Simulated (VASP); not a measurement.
Write the native input for VASP 6.6.1 that does the following.

```yaml
Task: relaxation of cell and atoms
Functional: r2SCAN
Potentials_or_basis: VASP PAW PBE potentials, release 64 (Hf_pv, B)
Cutoff: 600 eV
k_mesh: 10 × 10 × 10
Occupations: fermi-dirac, width 0.05 eV
Spin: no spin polarisation
Dipole_correction: no
Further_INCAR_settings: ALGO = Normal; EDIFF = 1e-06; IBRION = 2; EDIFFG = -0.01; NSW = 60; ISIF = 3
```

Crystal: HfB.

```xyz
2
Lattice="0.0000 2.3100 2.3100 2.3100 0.0000 2.3100 2.3100 2.3100 0.0000" Properties=species:S:1:pos:R:3 pbc="T T T"
Hf    2.3100    2.3100    2.3100
B     0.0000    0.0000    0.0000
```

These files were run (other wordings do the same):

POSCAR

```
HfB
1.0
    0.0000000000      2.3100000000      2.3100000000
    2.3100000000      0.0000000000      2.3100000000
    2.3100000000      2.3100000000      0.0000000000
Hf B
1 1
Direct
    0.5000000000      0.5000000000      0.5000000000
    0.0000000000      0.0000000000      0.0000000000
```

INCAR.step1

```
PREC = Accurate
ENCUT = 600
ISMEAR = -1
SIGMA = 0.05
LREAL = F
LASPH = T
NELM = 60
GGA = PE
ALGO = Normal
EDIFF = 1E-4
LWAVE = T
LCHARG = F
```

INCAR.step2

```
PREC = Accurate
ENCUT = 600
EDIFF = 1E-6
ISMEAR = -1
SIGMA = 0.05
LREAL = F
LASPH = T
NELM = 60
ALGO = Normal
ISIF = 3
LWAVE = F
LCHARG = F
METAGGA = R2SCAN
LMIXTAU = T
IBRION = 2
NSW = 60
EDIFFG = -0.01
ISTART = 1
```

KPOINTS

```
regular mesh
0
Gamma
  10 10 10
```

Potentials or basis: VASP PAW PBE potentials, release 64 (Hf_pv, B).

Command:

```sh
$ cat potpaw_PBE.64/Hf_pv/POTCAR potpaw_PBE.64/B/POTCAR > POTCAR
$ cp INCAR.step1 INCAR
$ mpirun -np 1 vasp_std > vasp.out
$ cp INCAR.step2 INCAR
$ mpirun -np 1 vasp_std > vasp.out
```

It gave:

| Property | Result |
| --- | --- |
| Relaxed volume | 14.04 Å³/atom |
| Relaxed cell | a = 3.412 Å, b = 3.412 Å, c = 3.412 Å, α = 60.00°, β = 60.00°, γ = 60.00° |
| Space group after relaxing (to 0.1 Å) | Fm-3m (No. 225) |
| Energy gained by relaxing | 143.1 meV/atom |
| Ionic steps | 15 |
| Pressure after relaxing | 0.0 GPa |
| Band gap on the k mesh | zero (an odd number of electrons rules out a gap without spin polarisation) |

Caveat: the PAW data sets were made with another functional, which shifts forces and pressure a little; spin-orbit coupling is left out, which moves the levels of the heavy elements.

It took 9.5 min on 1 thread of AMD EPYC 7R43 64-Core Processor (Zen 3), on a shared host, peak memory 0.15 GiB.
